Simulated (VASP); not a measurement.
# GaSb in VASP: a series of runs

The runs below take GaSb through single point, with PBEsol.

All numbers are computed with VASP 6.6.1; they aren't measurements. Logs are shortened: lines on timing, memory, paths and dates and some standing lists are left out, and cuts for length are marked.

### 1 The cell of the first run

It takes space group I-4m2 (No. 119, tetragonal). The conventional cell has a = 4.105 Å, b = 4.105 Å, c = 6.111 Å, α = 90.00°, β = 90.00°, γ = 90.00°. Ga (site symmetry -4m2) has 4 Sb at 2.56 Å within 3.4 Å. Sb (site symmetry -4m2) has 4 Ga at 2.56 Å within 3.4 Å.

### 2 Single point, PBEsol (strain -0.050 along x and y, +0.000 along z)

Input file INCAR:

```
PREC = Accurate
ENCUT = 520
EDIFF = 1E-6
ISMEAR = 0
SIGMA = 0.15
LREAL = False
LASPH = True
NELM = 100
ALGO = Normal
ISIF = 2
LWAVE = False
LCHARG = True
GGA = PS
LELF = True
LVHAR = True
NBANDS = 16
```

Input file KPOINTS:

```
Automatic mesh
0
Gamma
  18 18 18
```

Input file POSCAR:

```
GaSb
1.0
    0.0000000000      2.9028333923      3.0556140972
    2.9028333923      0.0000000000      3.0556140972
    2.9028333923      2.9028333923      0.0000000000
Ga Sb
1 1
Direct
    0.0000000000      0.0000000000      0.0000000000
    0.7500000000      0.7500000000      0.7500000000
```

Potentials or basis: VASP PAW PBE potentials, release 64 (Ga_d, Sb).

Run with:

```console
> cat potpaw_PBE.64/Ga_d/POTCAR potpaw_PBE.64/Sb/POTCAR > POTCAR
> mpirun -np 1 vasp_std > vasp.out
```

OUTCAR:

```text
PREC = Accurate
   ENCUT = 520
   EDIFF = 1E-6
   ISMEAR = 0
   LREAL = False
   LASPH = True
   NELM = 100
   ISIF = 2
   GGA = PS

 ion  position               nearest neighbor table
   1  0.000  0.000  0.000-   2 2.56   2 2.56   2 2.56   2 2.56
   2  0.750  0.750  0.750-   1 2.56   1 2.56   1 2.56   1 2.56

  LATTYP: Found a body centered tetragonal cell.
 ALAT       =     4.1052263527
 C/A-ratio  =     1.4886458552

  Lattice vectors:

 A1 = (  -2.9028333923,   0.0000000000,   3.0556140972)
 A2 = (   2.9028333923,   0.0000000000,   3.0556140972)
 A3 = (   0.0000000000,   2.9028333923,  -3.0556140972)

Analysis of symmetry for initial positions (statically):
=====================================================================
 Subroutine PRICEL returns:
 Original cell was already a primitive cell.

 Routine SETGRP: Setting up the symmetry group for a
 body centered tetragonal supercell.

 Subroutine GETGRP returns: Found  8 space group operations
 (whereof  8 operations were pure point group operations)
 out of a pool of 16 trial point group operations.

The static configuration has the point symmetry D_2d.

Analysis of symmetry for dynamics (positions and initial velocities):
=====================================================================
 Subroutine PRICEL returns:
 Original cell was already a primitive cell.

 Routine SETGRP: Setting up the symmetry group for a
 body centered tetragonal supercell.

 Subroutine GETGRP returns: Found  8 space group operations
 (whereof  8 operations were pure point group operations)
 out of a pool of 16 trial point group operations.

The dynamic configuration has the point symmetry D_2d.

 Subroutine INISYM returns: Found  8 space group operations
 (whereof  8 operations are pure point group operations),
 and found     1 'primitive' translations

----------------------------------------------------------------------------------------

                                     Primitive cell

  volume of cell :      51.4959

  direct lattice vectors                    reciprocal lattice vectors
     0.000000000  2.902833392  3.055614097    -0.172245504  0.172245504  0.163633229
     2.902833392  0.000000000  3.055614097     0.172245504 -0.172245504  0.163633229
     2.902833392  2.902833392  0.000000000     0.172245504  0.172245504 -0.163633229

  length of vectors
     4.214643427  4.214643427  4.105226353     0.293449929  0.293449929  0.293449929

  position of ions in fractional coordinates (direct lattice)
     0.000000000  0.000000000  0.000000000
     0.750000000  0.750000000  0.750000000

  ion indices of the primitive-cell ions
   primitive index   ion index
                 1           1
                 2           2

----------------------------------------------------------------------------------------

 KPOINTS: Automatic mesh

Automatic generation of k-mesh.
 Grid dimensions read from file:
 generate k-points for:   18   18   18

 Generating k-lattice:

  Cartesian coordinates                     Fractional coordinates (reciprocal lattice)
    -0.009569195  0.009569195  0.009090735     0.055555556  0.000000000  0.000000000
     0.009569195 -0.009569195  0.009090735     0.000000000  0.055555556  0.000000000
     0.009569195  0.009569195 -0.009090735    -0.000000000 -0.000000000  0.055555556

  Length of vectors
     0.016302774  0.016302774  0.016302774

  Shift w.r.t. Gamma in fractional coordinates (k-lattice)
     0.000000000  0.000000000  0.000000000

 Subroutine IBZKPT returns following result:
 ===========================================

 Found    480 irreducible k-points:

 Following reciprocal coordinates:
            Coordinates               Weight
  0.000000  0.000000  0.000000      1.000000
  0.055556  0.000000  0.000000      8.000000
  0.111111  0.000000  0.000000      8.000000
  0.166667  0.000000  0.000000      8.000000
  0.222222  0.000000  0.000000      8.000000
  0.277778  0.000000  0.000000      8.000000
[... 16 lines left out ...]
 -0.277778  0.055556  0.000000      8.000000
 -0.222222  0.055556  0.000000      8.000000
 [... further k-points ...]
   k-points           NKPTS =    480   k-points in BZ     NKDIM =    480   number of bands    NBANDS=     16
   number of dos      NEDOS =    301   number of ions     NIONS =      2
   total plane-waves  NPLWV =  32768
   dimension x,y,z NGX =    32 NGY =   32 NGZ =   32
   dimension x,y,z NGXF=    64 NGYF=   64 NGZF=   64
   ions per type =               1   1
   NGX,Y,Z   is equivalent  to a cutoff of  12.62, 12.62, 12.96 a.u.
   NGXF,Y,Z  is equivalent  to a cutoff of  25.24, 25.24, 25.92 a.u.
 SYSTEM =  unknown system
   PREC   = accura    normal or accurate (medium, high low for compatibility)
   ISTART =      0    job   : 0-new  1-cont  2-samecut
   ICHARG =      2    charge: 1-file 2-atom 10-const
   ISPIN  =      1    spin polarized calculation?
   LNONCOLLINEAR =      F non collinear calculations
   LSORBIT =      F    spin-orbit coupling
   LASPH  =      T    aspherical Exc in radial PAW
   ENCUT  =  520.0 eV  38.22 Ry    6.18 a.u.   7.84  7.84  7.63*2*pi/ulx,y,z
   NELM   =    100;   NELMIN=  2; NELMDL= -5     # of ELM steps
   EDIFF  = 0.1E-05   stopping-criterion for ELM
   LREAL  =      F    real-space projection
   EDIFFG = 0.1E-04   stopping-criterion for IOM
   NSW    =      0    number of steps for IOM
   IBRION =     -1    ionic relax: 0-MD 1-quasi-New 2-CG
   NFREE  =      0    steps in history (QN), initial steepest desc. (CG)
   ISIF   =      2    stress and relaxation
   ISYM   =      2    0-nonsym 1-usesym 2-fastsym
   POTIM  = 0.5000    time-step for ionic-motion
   TEBEG  =    0.0;   TEEND  =   0.0 temperature during run
   PSTRESS=    0.0 pullay stress
   NELECT =      18.0000    total number of electrons
   NUPDOWN=      -1.0000    fix difference up-down
   EMIN   =  10.00;   EMAX   =-10.00  energy-range for DOS
   EFERMI =   0.00;   METHOD = LEGACY
   ISMEAR =     0;   SIGMA  =   0.15  broadening in eV -4-tet -1-fermi 0-gaus
   EFERMI_NEDOS =   21; number of points for ismear=-14 and -15
   IALGO  =     38    algorithm
   IMIX   =      4    mixing-type and parameters
     AMIX     =   0.40;   BMIX     =  1.00
     AMIX_MAG =   1.60;   BMIX_MAG =  1.00
  volume/ion in A,a.u.               =      25.75       173.76
  Fermi-wavevector in a.u.,A,eV,Ry     =   1.153209  2.179249 18.094271  1.329891
  Thomas-Fermi vector in A             =   2.289855
   LORBIT       =      0    0 simple, 1 ext, 2 COOP (PROOUT), +10 PAW based schemes
   GGA     = PS    functional components
   LHFCALC =     F    Hartree Fock is set to
   AEXX    =    0.0000 exact exchange contribution
   IVDW    =     0    specifies the selected vdW correction
   LEPSILON=     F    determine dielectric tensor
   LRPA    =     F    only Hartree local field effects (RPA)
 non-spin polarized calculation
 Gauss-broadening in eV      SIGMA  =   0.15
  energy-cutoff  :      520.00
  volume of cell :       51.50
 maximum number of plane-waves:      1412
   NGX = 15   NGY = 15   NGZ = 15

 number of electron      18.0000006 magnetization

 Free energy of the ion-electron system (eV)
  ---------------------------------------------------
  ext. energy  EPLUGINS =         0.00000000
  ---------------------------------------------------
  free energy    TOTEN  =        -8.03156867 eV

  energy without entropy =       -8.03151146  energy(sigma->0) =       -8.03154007

 E-fermi :   6.1619     XC(G=0):  -9.7379

 val. band max:        5.9930863424   @ k =   0.0000   0.0000   0.0000
 cond. band min:       6.3691778197   @ k =   0.3889   0.0000   0.3889
 fundamental gap:      0.3760914773
 Fermi energy:         6.1619332159

 k-point     1 :       0.0000    0.0000    0.0000
  band No.  band energies     occupation
      1      -9.3707      2.00000
      2      -9.3650      2.00000
      3      -9.3650      2.00000
      4      -9.2992      2.00000
      5      -9.2978      2.00000
      6      -6.4132      2.00000
[... 8 lines left out ...]
     15      14.1463      0.00000
     16      14.6374      0.00000

 k-point     2 :       0.0556    0.0000    0.0000
  band No.  band energies     occupation
      1      -9.3709      2.00000
      2      -9.3657      2.00000
      3      -9.3645      2.00000
      4      -9.2993      2.00000
      5      -9.2978      2.00000
      6      -6.3768      2.00000
[... 8 lines left out ...]
     15      13.7860      0.00000
     16      14.6916      0.00000

 k-point     3 :       0.1111    0.0000    0.0000
  band No.  band energies     occupation
      1      -9.3732      2.00000
      2      -9.3659      2.00000
      3      -9.3629      2.00000
      4      -9.2997      2.00000
      5      -9.2979      2.00000
      6      -6.2685      2.00000
[... 8 lines left out ...]
     15      13.4045      0.00000
     16      14.1535      0.00000

 k-point     4 :       0.1667    0.0000    0.0000
  band No.  band energies     occupation
      1      -9.3787      2.00000
      2      -9.3641      2.00000
      3      -9.3606      2.00000
      4      -9.3002      2.00000
      5      -9.2978      2.00000
      6      -6.0908      2.00000
[... 8 lines left out ...]
     15      13.3167      0.00000
     16      13.7710      0.00000

 k-point     5 :       0.2222    0.0000    0.0000
  band No.  band energies     occupation
      1      -9.3859      2.00000
      2      -9.3615      2.00000
      3      -9.3579      2.00000
      4      -9.3006      2.00000
      5      -9.2976      2.00000
      6      -5.8488      2.00000
[... 8 lines left out ...]
     15      13.4619      0.00000
     16      13.6069      0.00000

 k-point     6 :       0.2778    0.0000    0.0000
  band No.  band energies     occupation
      1      -9.3935      2.00000
      2      -9.3588      2.00000
      3      -9.3551      2.00000
      4      -9.3010      2.00000
      5      -9.2972      2.00000
      6      -5.5516      2.00000
[... 8 lines left out ...]
     15      13.7098      0.00000
     16      13.7118      0.00000

 k-point     7 :       0.3333    0.0000    0.0000
  band No.  band energies     occupation
      1      -9.4005      2.00000
      2      -9.3565      2.00000
      3      -9.3528      2.00000
      4      -9.3011      2.00000
      5      -9.2966      2.00000
      6      -5.2167      2.00000
[... 8 lines left out ...]
     15      14.0834      0.00000
     16      14.2713      0.00000

 k-point     8 :       0.3889    0.0000    0.0000
  band No.  band energies     occupation
      1      -9.4062      2.00000
      2      -9.3548      2.00000
      3      -9.3509      2.00000
      4      -9.3011      2.00000
      5      -9.2960      2.00000
      6      -4.8783      2.00000
[... 8 lines left out ...]
     15      14.6751      0.00000
     16      15.0452      0.00000

 k-point     9 :       0.4444    0.0000    0.0000
  band No.  band energies     occupation
      1      -9.4098      2.00000
      2      -9.3537      2.00000
      3      -9.3498      2.00000
      4      -9.3010      2.00000
      5      -9.2954      2.00000
      6      -4.6030      2.00000
[... 8 lines left out ...]
     15      15.3924      0.00000
     16      15.9217      0.00000
[... 172 lines left out ...]
 k-point    19 :       0.5000    0.0556    0.0000
  band No.  band energies     occupation
      1      -9.4113      2.00000
      2      -9.3530      2.00000
      3      -9.3488      2.00000
      4      -9.3008      2.00000
      5      -9.2958      2.00000
      6      -4.4798      2.00000
[... 8 lines left out ...]
     15      15.7974      0.00000
     16      15.9095      0.00000

 k-point    20 :      -0.4444    0.0556    0.0000
  band No.  band energies     occupation
      1      -9.4110      2.00000
      2      -9.3530      2.00000
      3      -9.3492      2.00000
      4      -9.3012      2.00000
      5      -9.2955      2.00000
      6      -4.5101      2.00000
[... 8 lines left out ...]
     15      15.2540      0.00000
     16      16.4755      0.00000

 k-point    21 :      -0.3889    0.0556    0.0000
  band No.  band energies     occupation
      1      -9.4083      2.00000
      2      -9.3536      2.00000
      3      -9.3503      2.00000
      4      -9.3016      2.00000
      5      -9.2956      2.00000
      6      -4.7369      2.00000
[... 8 lines left out ...]
     15      14.4804      0.00000
     16      16.3179      0.00000

 k-point    22 :      -0.3333    0.0556    0.0000
  band No.  band energies     occupation
      1      -9.4035      2.00000
      2      -9.3550      2.00000
      3      -9.3520      2.00000
      4      -9.3019      2.00000
      5      -9.2961      2.00000
      6      -5.0610      2.00000
[... 8 lines left out ...]
     15      13.8318      0.00000
     16      15.4882      0.00000

 k-point    23 :      -0.2778    0.0556    0.0000
  band No.  band energies     occupation
      1      -9.3970      2.00000
      2      -9.3570      2.00000
      3      -9.3544      2.00000
      4      -9.3020      2.00000
      5      -9.2966      2.00000
      6      -5.4015      2.00000
[... 8 lines left out ...]
     15      13.3887      0.00000
     16      14.7110      0.00000

 k-point    24 :      -0.2222    0.0556    0.0000
  band No.  band energies     occupation
      1      -9.3895      2.00000
      2      -9.3597      2.00000
      3      -9.3571      2.00000
      4      -9.3017      2.00000
      5      -9.2971      2.00000
      6      -5.7144      2.00000
[... 8 lines left out ...]
     15      13.2053      0.00000
     16      14.1234      0.00000

 [... further k-points ...]
[... 5 lines left out ...]
  --------------------------------------------------------------------------------------
  -------------------------------------------------------------------------------------
  Total        2.4783151      2.4783151      1.6544278      0.0000000      0.0000000      0.0000000
  in kB       77.1071018     77.1071018     51.4737360      0.0000000      0.0000000      0.0000000
  external PRESSURE =      68.5626465 kB  Pullay stress =       0.0000000 kB

 VOLUME and BASIS-vectors are now :
 -----------------------------------------------------------------------------
  energy-cutoff  :      520.00
  volume of cell :       51.50
      direct lattice vectors                 reciprocal lattice vectors
     0.000000000  2.902833392  3.055614097    -0.172245504  0.172245504  0.163633229
     2.902833392  0.000000000  3.055614097     0.172245504 -0.172245504  0.163633229
     2.902833392  2.902833392  0.000000000     0.172245504  0.172245504 -0.163633229

 POSITION                                       TOTAL-FORCE (eV/Angst)
 -----------------------------------------------------------------------------------
      0.00000      0.00000      0.00000         0.000000      0.000000      0.000000
      4.35425      4.35425      4.58342        -0.000000     -0.000000     -0.000000
 -----------------------------------------------------------------------------------
    total drift:                               -0.000000     -0.000000     -0.000001

  FREE ENERGIE OF THE ION-ELECTRON SYSTEM (eV)
  ---------------------------------------------------
  free  energy   TOTEN  =        -8.0315686707 eV

  energy  without entropy=       -8.0315114603  energy(sigma->0) =       -8.03154007
```

Wall time 97 s (1 thread of Intel Xeon 6975P-C (Granite Rapids), shared host); peak memory 0.51 GiB.

Results:

```
Free energy            : -8.0316 eV
Pressure               : 6.9 GPa
Band gap on the k mesh : 0.38 eV (least direct gap 0.64 eV)
```

Stress tensor (GPa, compression positive):
```
7.71 0.00 0.00
0.00 7.71 0.00
0.00 0.00 5.15
```

Levels at points of the mesh, in eV from the valence-band top:
```csv
k point,band 7,band 8,band 9,band 10,band 11,band 12
"(0.00, 0.00, 0.00)",-0.35,0.00,0.00,0.64,2.57,2.57
"(0.50, 0.00, 0.00)",-7.08,-1.68,-1.23,0.42,3.48,3.76
"(0.50, 0.50, 0.00)",-7.65,-2.86,-2.86,0.87,1.08,9.24
"(0.50, 0.00, 0.50)",-7.37,-3.23,-3.18,0.45,0.71,9.06
```

Caveat: the cell differs from its parent crystal (strain -0.050 along x and y, +0.000 along z); the cell stands under pressure; the PAW data sets were made with another functional, which shifts forces and pressure a little; spin-orbit coupling is left out, which moves the levels of the heavy elements. A k mesh can miss the band edges.

### 3 Single point, PBEsol (strain +0.025 along x and y, +0.025 along z)

Input file INCAR:

```
SYSTEM = GaSb
PREC = Accurate
ENCUT = 520
EDIFF = 1E-6
ISMEAR = 0
SIGMA = 0.15
LREAL = .False.
LASPH = .True.
NELM = 100
ALGO = Normal
ISIF = 2
LWAVE = .False.
LCHARG = .True.
GGA = PS
LELF = .True.
LVHAR = .True.
NBANDS = 16
```

Input file KPOINTS:

```
Automatic mesh
0
Gamma
  18 18 18
  0 0 0
```

Input file POSCAR:

```
GaSb
1.0
    0.0000000000      3.1320044496      3.1320044496
    3.1320044496      0.0000000000      3.1320044496
    3.1320044496      3.1320044496      0.0000000000
Ga Sb
1 1
Direct
    0.0000000000      0.0000000000      0.0000000000
    0.7500000000      0.7500000000      0.7500000000
```

Potentials or basis: VASP PAW PBE potentials, release 64 (Ga_d, Sb).

Run with:

```console
> cat potpaw_PBE.64/Ga_d/POTCAR potpaw_PBE.64/Sb/POTCAR > POTCAR
> mpirun -np 1 vasp_std > vasp.out
```

Run time: 1.8 min. Hardware: 1 thread of AMD EPYC 9R45 (Zen 5), shared host; peak memory 0.32 GiB.

It converged, with:

* Free energy: -8.1111 eV
* Pressure: -3.1 GPa
* Band gap on the k mesh: zero (filled and empty bands touch)

Levels at points of the mesh, in eV from the Fermi level:
```
           k point  band 5  band 6  band 7  band 8  band 9  band 10  band 11  band 12  band 13  band 14
(0.00, 0.00, 0.00)  -14.94  -11.14   -0.60   -0.10   -0.10    -0.10     2.67     2.67     2.67     5.45
(0.50, 0.00, 0.00)  -14.94   -9.68   -6.17   -1.15   -1.15     0.10     3.61     3.61     6.25     8.68
(0.50, 0.50, 0.00)  -14.93   -8.96   -6.62   -2.45   -2.45     0.80     1.18     8.10     8.10     9.29
```

Caveat: the cell differs from its parent crystal (strain +0.025 along x and y, +0.025 along z); the cell stands under tension; semilocal functionals underestimate gaps, so a narrow gap can read as zero; the PAW data sets were made with another functional, which shifts forces and pressure a little; spin-orbit coupling is left out, which moves the levels of the heavy elements.

[end of part 1 of 2]
